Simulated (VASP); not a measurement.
# VPtSe2 (P4/mmm) in VASP: relaxation of cell and atoms with PBE

Aim: the relaxation of cell and atoms of VPtSe2 with PBE.

All numbers are computed with VASP 6.6.1; they aren't measurements. Logs are shortened: lines on timing, memory, paths and dates and some standing lists are left out, and cuts for length are marked.

**1. The cell of the first run**

The structure is tetragonal, space group P4/mmm (No. 123). The conventional cell has a = 4.257 Å, b = 4.257 Å, c = 4.528 Å, α = 90.00°, β = 90.00°, γ = 90.00°. V (site symmetry 4/mmm) has 4 Pt at 3.01 Å and 8 Se at 3.11 Å within 4.0 Å. Within 4.0 Å of Pt (site symmetry 4/mmm) lie 4 V at 3.01 Å and 8 Se at 3.11 Å. Within 4.0 Å of Se (site symmetry mmm) lie 4 Se at 3.01 Å and 4 V at 3.11 Å and 4 Pt at 3.11 Å.

The cell was generated, and may not be a known phase.

**2. Relaxation of cell and atoms, PBE, collinear spin, ferromagnetic start**

INCAR

```
SYSTEM = VPtSe2
ALGO = Normal
EDIFF = 1E-7
EDIFFG = -0.04
ENCUT = 600
GGA = PE
IBRION = 2
ISIF = 3
ISMEAR = 0
ISPIN = 2
LASPH = .TRUE.
LCHARG = .FALSE.
LMAXMIX = 4
LORBIT = 11
LREAL = .FALSE.
LWAVE = .FALSE.
MAGMOM = 2 0 0 0
NELM = 150
NSW = 90
PREC = Accurate
SIGMA = 0.1
```

KPOINTS

```
k-points
0
G
  4 4 4
  0 0 0
```

POSCAR

```
VPtSe2
1.0
    4.2571526700      0.0000000000      0.0000000000
    0.0000000000      4.2571526700      0.0000000000
    0.0000000000      0.0000000000      4.5280736300
V Pt Se
1 1 2
Direct
    0.0000000000      0.0000000000      0.0000000000
    0.5000000000      0.5000000000      0.0000000000
    0.5000000000      0.0000000000      0.5000000000
    0.0000000000      0.5000000000      0.5000000000
```

Potentials or basis: VASP PAW PBE potentials, release 64 (V_sv, Pt, Se).

Run with:

```
$ cat potpaw_PBE.64/V_sv/POTCAR potpaw_PBE.64/Pt/POTCAR potpaw_PBE.64/Se/POTCAR > POTCAR
$ mpirun -np 1 vasp_std > vasp.out
```

OUTCAR:

```text
SYSTEM = VPtSe2
   EDIFF = 1E-7
   EDIFFG = -0.04
   ENCUT = 600
   GGA = PE
   IBRION = 2
   ISIF = 3
   ISMEAR = 0
   ISPIN = 2
   LASPH = .TRUE.
   LORBIT = 11
   LREAL = .FALSE.
   NELM = 150
   NSW = 90
   PREC = Accurate

 ion  position               nearest neighbor table
   1  0.000  0.000  0.000-   2 3.01   2 3.01   2 3.01   2 3.01
   2  0.500  0.500  0.000-   1 3.01   1 3.01   1 3.01   1 3.01   4 3.11   3 3.11   3 3.11   3 3.11
                             4 3.11   4 3.11   4 3.11   3 3.11
   3  0.500  0.000  0.500-   2 3.11   2 3.11   2 3.11   2 3.11
   4  0.000  0.500  0.500-   2 3.11   2 3.11   2 3.11   2 3.11

  LATTYP: Found a simple tetragonal cell.
 ALAT       =     4.2571526700
 C/A-ratio  =     1.0636390050

  Lattice vectors:

 A1 = (   4.2571526700,   0.0000000000,   0.0000000000)
 A2 = (   0.0000000000,   4.2571526700,   0.0000000000)
 A3 = (   0.0000000000,   0.0000000000,   4.5280736300)

Analysis of symmetry for initial positions (statically):
=====================================================================
 Subroutine PRICEL returns:
 Original cell was already a primitive cell.

 Routine SETGRP: Setting up the symmetry group for a
 simple tetragonal supercell.

 Subroutine GETGRP returns: Found 16 space group operations
 (whereof 16 operations were pure point group operations)
 out of a pool of 16 trial point group operations.

The static configuration has the point symmetry D_4h.

Analysis of symmetry for dynamics (positions and initial velocities):
=====================================================================
 Subroutine PRICEL returns:
 Original cell was already a primitive cell.

 Routine SETGRP: Setting up the symmetry group for a
 simple tetragonal supercell.

 Subroutine GETGRP returns: Found 16 space group operations
 (whereof 16 operations were pure point group operations)
 out of a pool of 16 trial point group operations.

The dynamic configuration has the point symmetry D_4h.

Analysis of structural, dynamic, and magnetic symmetry:
=====================================================================
 Subroutine PRICEL returns:
 Original cell was already a primitive cell.

 Routine SETGRP: Setting up the symmetry group for a
 simple tetragonal supercell.

 Subroutine GETGRP returns: Found 16 space group operations
 (whereof 16 operations were pure point group operations)
 out of a pool of 16 trial point group operations.

The overall configuration has the point symmetry D_4h.

 Subroutine INISYM returns: Found 16 space group operations
 (whereof 16 operations are pure point group operations),
 and found     1 'primitive' translations

----------------------------------------------------------------------------------------

                                     Primitive cell

  volume of cell :      82.0639

  direct lattice vectors                    reciprocal lattice vectors
     4.257152670  0.000000000  0.000000000     0.234898787  0.000000000  0.000000000
     0.000000000  4.257152670  0.000000000     0.000000000  0.234898787  0.000000000
     0.000000000  0.000000000  4.528073630     0.000000000  0.000000000  0.220844465

  length of vectors
     4.257152670  4.257152670  4.528073630     0.234898787  0.234898787  0.220844465

  position of ions in fractional coordinates (direct lattice)
     0.000000000  0.000000000  0.000000000
     0.500000000  0.500000000  0.000000000
     0.500000000  0.000000000  0.500000000
     0.000000000  0.500000000  0.500000000

  ion indices of the primitive-cell ions
   primitive index   ion index
                 1           1
                 2           2
                 3           3
                 4           4

----------------------------------------------------------------------------------------

 KPOINTS: k-points

Automatic generation of k-mesh.
 Grid dimensions read from file:
[... 24 lines left out ...]
  0.500000  0.000000  0.000000      2.000000
  0.250000  0.250000  0.000000      4.000000
  0.500000  0.250000  0.000000      4.000000
  0.500000  0.500000  0.000000      1.000000
[... 10 lines left out ...]
  0.500000  0.250000  0.500000      4.000000
  0.500000  0.500000  0.500000      1.000000
   k-points           NKPTS =     18   k-points in BZ     NKDIM =     18   number of bands    NBANDS=     22
   number of dos      NEDOS =    301   number of ions     NIONS =      4
   total plane-waves  NPLWV =  46656
   dimension x,y,z NGX =    36 NGY =   36 NGZ =   36
   dimension x,y,z NGXF=    72 NGYF=   72 NGZF=   72
   ions per type =               1   1   2
   NGX,Y,Z   is equivalent  to a cutoff of  14.06, 14.06, 13.22 a.u.
   NGXF,Y,Z  is equivalent  to a cutoff of  28.12, 28.12, 26.43 a.u.
 SYSTEM =  VPtSe2
   PREC   = accura    normal or accurate (medium, high low for compatibility)
   ISTART =      0    job   : 0-new  1-cont  2-samecut
   ICHARG =      2    charge: 1-file 2-atom 10-const
   ISPIN  =      2    spin polarized calculation?
   LNONCOLLINEAR =      F non collinear calculations
   LSORBIT =      F    spin-orbit coupling
   LASPH  =      T    aspherical Exc in radial PAW
   ENCUT  =  600.0 eV  44.10 Ry    6.64 a.u.   8.50  8.50  9.04*2*pi/ulx,y,z
   NELM   =    150;   NELMIN=  2; NELMDL= -5     # of ELM steps
   EDIFF  = 0.1E-06   stopping-criterion for ELM
   LREAL  =      F    real-space projection
   EDIFFG = -.4E-01   stopping-criterion for IOM
   NSW    =     90    number of steps for IOM
   IBRION =      2    ionic relax: 0-MD 1-quasi-New 2-CG
   NFREE  =      1    steps in history (QN), initial steepest desc. (CG)
   ISIF   =      3    stress and relaxation
   ISYM   =      2    0-nonsym 1-usesym 2-fastsym
   POTIM  = 0.5000    time-step for ionic-motion
   TEBEG  =    0.0;   TEEND  =   0.0 temperature during run
   PSTRESS=    0.0 pullay stress
   NELECT =      35.0000    total number of electrons
   NUPDOWN=      -1.0000    fix difference up-down
   EMIN   =  10.00;   EMAX   =-10.00  energy-range for DOS
   EFERMI =   0.00;   METHOD = LEGACY
   ISMEAR =     0;   SIGMA  =   0.10  broadening in eV -4-tet -1-fermi 0-gaus
   EFERMI_NEDOS =   21; number of points for ismear=-14 and -15
   IALGO  =     38    algorithm
   IMIX   =      4    mixing-type and parameters
     AMIX     =   0.40;   BMIX     =  1.00
     AMIX_MAG =   1.60;   BMIX_MAG =  1.00
  volume/ion in A,a.u.               =      20.52       138.45
  Fermi-wavevector in a.u.,A,eV,Ry     =   1.232292  2.328694 20.661031  1.518543
  Thomas-Fermi vector in A             =   2.367068
   LORBIT       =     11    0 simple, 1 ext, 2 COOP (PROOUT), +10 PAW based schemes
   GGA     = PE    functional components
   LHFCALC =     F    Hartree Fock is set to
   AEXX    =    0.0000 exact exchange contribution
   IVDW    =     0    specifies the selected vdW correction
   LEPSILON=     F    determine dielectric tensor
   LRPA    =     F    only Hartree local field effects (RPA)
 conjugate gradient relaxation of ions
 spin polarized calculation
 Gauss-broadening in eV      SIGMA  =   0.10
  energy-cutoff  :      600.00
  volume of cell :       82.06
 maximum number of plane-waves:      2756
 NGX is ok and might be reduce to    36
   NGX = 17   NGY = 17   NGZ = 19

--------------------------------------- Ionic step        1  -------------------------------------------

 number of electron      34.9999988 magnetization       2.6449200

 Free energy of the ion-electron system (eV)
  ---------------------------------------------------
  ext. energy  EPLUGINS =         0.00000000
  ---------------------------------------------------
  free energy    TOTEN  =       -20.24095521 eV

  energy without entropy =      -20.20694794  energy(sigma->0) =      -20.22395157

------------------------ aborting loop because EDIFF is reached ----------------------------------------

  FORCE on cell =-STRESS in cart. coord.  units (eV):
  Direction    XX          YY          ZZ          XY          YZ          ZX
  --------------------------------------------------------------------------------------
  -------------------------------------------------------------------------------------
  Total       -3.7465032     -3.7465032    -10.2885953      0.0000000      0.0000000      0.0000000
  in kB      -73.1450202    -73.1450202   -200.8698404      0.0000000      0.0000000      0.0000000
  external PRESSURE =    -115.7199603 kB  Pullay stress =       0.0000000 kB
[... 97 lines left out ...]
  FREE ENERGIE OF THE ION-ELECTRON SYSTEM (eV)
  ---------------------------------------------------
  free  energy   TOTEN  =       -21.2343859118 eV

  energy  without entropy=      -21.2121021802  energy(sigma->0) =      -21.22324405

 E-fermi :  10.7275     XC(G=0): -12.5090

 val. band max:       10.7045130666   @ k =   0.2500   0.2500   0.0000
 cond. band min:      10.7824352040   @ k =   0.2500   0.0000   0.2500
 fundamental gap:      0.0779221374
 Fermi energy:        10.7275187921

 spin component 1

 k-point     1 :       0.0000    0.0000    0.0000
  band No.  band energies     occupation
      1     -54.5677      1.00000
      2     -28.4651      1.00000
      3     -28.4651      1.00000
      4     -28.4088      1.00000
      5      -6.4380      1.00000
      6      -3.1882      1.00000
[... 892 lines left out ...]
     21      11.8176      0.00000
     22      12.5081      0.00000

[... ionic steps 4 to 9 ...]

--------------------------------------- Ionic step       10  -------------------------------------------

 number of electron      35.0000000 magnetization       2.0291287

------------------------ aborting loop because EDIFF is reached ----------------------------------------
[... 71 lines left out ...]
--------------------------------------- Ionic step       12  -------------------------------------------

 number of electron      35.0000004 magnetization       2.0232132

 Free energy of the ion-electron system (eV)
  ---------------------------------------------------
  ext. energy  EPLUGINS =         0.00000000
  ---------------------------------------------------
  free energy    TOTEN  =       -22.22692994 eV

  energy without entropy =      -22.20921261  energy(sigma->0) =      -22.21807128

 E-fermi :   8.8721     XC(G=0): -11.8857

 val. band max:        8.8621083626   @ k =   0.5000   0.5000   0.2500
 cond. band min:       8.8872794928   @ k =   0.2500   0.0000   0.2500
 fundamental gap:      0.0251711302
 Fermi energy:         8.8721328922

 spin component 1

 k-point     1 :       0.0000    0.0000    0.0000
  band No.  band energies     occupation
      1     -56.4805      1.00000
      2     -30.3540      1.00000
      3     -30.3540      1.00000
      4     -30.3063      1.00000
      5      -7.1067      1.00000
      6      -4.5329      1.00000
[... 923 lines left out ...]
  FREE ENERGIE OF THE ION-ELECTRON SYSTEM (eV)
  ---------------------------------------------------
  free  energy   TOTEN  =       -22.2269299444 eV

  energy  without entropy=      -22.2092126143  energy(sigma->0) =      -22.21807128

 reached required accuracy - stopping structural energy minimisation

 total charge

# of ion       s       p       d       tot
------------------------------------------
    1        2.161   6.098   3.056  11.314
    2        0.578   0.443   8.146   9.167
    3        1.512   2.169   0.090   3.771
    4        1.512   2.169   0.090   3.771
--------------------------------------------------
tot          5.763  10.878  11.383  28.024

 magnetization (x)

# of ion       s       p       d       tot
------------------------------------------
    1        0.031   0.019   1.923   1.973
    2       -0.016   0.007  -0.025  -0.034
    3        0.010  -0.092   0.009  -0.073
    4        0.010  -0.092   0.009  -0.073
--------------------------------------------------
tot          0.036  -0.159   1.917   1.793
```

It took 11 min on 1 thread of Intel Xeon Platinum 8488C (Sapphire Rapids), shared host; peak memory 0.32 GiB.

What came out:

```yaml
Free_energy: -22.2269 eV
Relaxed_volume: 16.64 Å³/atom
Relaxed_cell: a = 4.451 Å, b = 4.451 Å, c = 3.359 Å, α = 90.00°, β = 90.00°, γ = 90.00°
Space_group_after_relaxing_to_0.1_Å: P4/mmm (No. 123)
Energy_gained_by_relaxing: 496.5 meV/atom
Ionic_steps: 12
Pressure_after_relaxing: -0.3 GPa
Net_moment: 2.02 μB per cell
Site_moments: V +1.97; Pt -0.03; Se -0.07 μB
Valence_electrons_inside_the_program's_atomic_spheres: V 11.31; Pt 9.17; Se 3.77
```

Step by step:
```tsv
step	energy change (eV)	largest force (eV/Å)	pressure (GPa)	volume (Å³)
1	0.0000	0.0000	-11.57	82.06
2	-0.6709	0.0000	2.77	65.53
3	-0.9934	0.0000	12.02	62.47
4	-1.0314	0.0000	7.85	64.42
5	-1.6309	0.0000	13.72	60.76
6	-1.6095	0.0000	18.81	59.15
7	-1.8880	0.0000	-2.39	68.07
8	-1.9415	0.0000	2.73	65.08
9	-1.9415	0.0000	2.48	65.20
10	-1.9768	0.0000	0.83	65.95
11	-1.9859	0.0000	-0.39	66.58
12	-1.9860	0.0000	-0.32	66.54
```

Final structure:
```
CELL_PARAMETERS angstrom
4.45098 0.00000 0.00000
0.00000 4.45098 0.00000
0.00000 0.00000 3.35878
ATOMIC_POSITIONS crystal
V 0.00000 0.00000 0.00000
Pt 0.50000 0.50000 0.00000
Se 0.50000 0.00000 0.50000
Se 0.00000 0.50000 0.50000
```

Caveat: the k points lie up to 0.47 Å⁻¹ apart in the final cell; the volume moved by over 15 % at a fixed basis, so the end points are rough; spin-orbit coupling is left out, which moves the levels of the heavy elements. With open d or f shells a metallic result of PBE can be an artefact of self-interaction; +U or a hybrid may open a gap.
